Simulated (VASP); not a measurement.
AgCl: single point with PBE

Crystal: AgCl.

```
Ag Cl
1.0
     0.00000    2.84334    2.80602
     2.84334    0.00000    2.80602
     2.84334    2.84334    0.00000
Ag Cl
1 1
Direct
  0.46258 0.53742 0.53742
  0.11386 0.88614 0.88614
```

```yaml
Program: VASP 6.6.1
Task: single point
Functional: PBE
Potentials_or_basis: VASP PAW PBE potentials, release 64 (Ag, Cl)
Cutoff: 520 eV
k_mesh: 8 × 8 × 8
Occupations: gaussian, width 0.05 eV
Spin: no spin polarisation
```

```json
{"Pressure": "18.5 GPa", "Largest force": "7.599 eV/Å", "Band gap on the k mesh": "1.35 eV, indirect (least direct gap 1.73 eV)"}
```

Forces on the atoms (eV/Å):
```
Ag  -7.599  0.000  0.000
Cl   7.599  0.000  0.000
```

Stress tensor (GPa, compression positive):
```
55.37  0.00  0.00
 0.00 -0.05  0.00
 0.00  0.00  0.08
```

Levels at points of the mesh, in eV from the valence-band top:
| k point | band 5 | band 6 | band 7 | band 8 | band 9 | band 10 | band 11 | band 12 | band 13 | band 14 |
| --- | --- | --- | --- | --- | --- | --- | --- | --- | --- | --- |
| (0.00, 0.00, 0.00) | -2.83 | -2.78 | -0.76 | -0.72 | -0.38 | 1.35 | 8.96 | 9.01 | 9.43 | 11.90 |
| (0.50, 0.00, 0.00) | -2.81 | -2.81 | -2.11 | -0.77 | -0.46 | 4.57 | 5.66 | 7.85 | 9.13 | 11.94 |
| (0.50, 0.50, 0.00) | -2.76 | -2.55 | -2.50 | -1.02 | -0.93 | 2.64 | 6.01 | 8.15 | 12.09 | 13.32 |
| (0.50, 0.00, 0.50) | -2.75 | -2.55 | -2.49 | -0.93 | -0.90 | 2.64 | 6.08 | 8.02 | 12.26 | 13.31 |
| (0.00, 0.50, 0.50) | -3.13 | -2.59 | -2.58 | -2.28 | -2.21 | 2.78 | 7.73 | 9.76 | 11.04 | 11.22 |

Run time: 28 s on 1 thread of Intel(R) Xeon(R) 6975P-C (Granite Rapids) (shared host), peak memory 0.21 GiB.

Caveat: forces of over 1 eV/Å act on the atoms, so gaps and moduli don't describe the material at rest. A k mesh can miss the band edges.
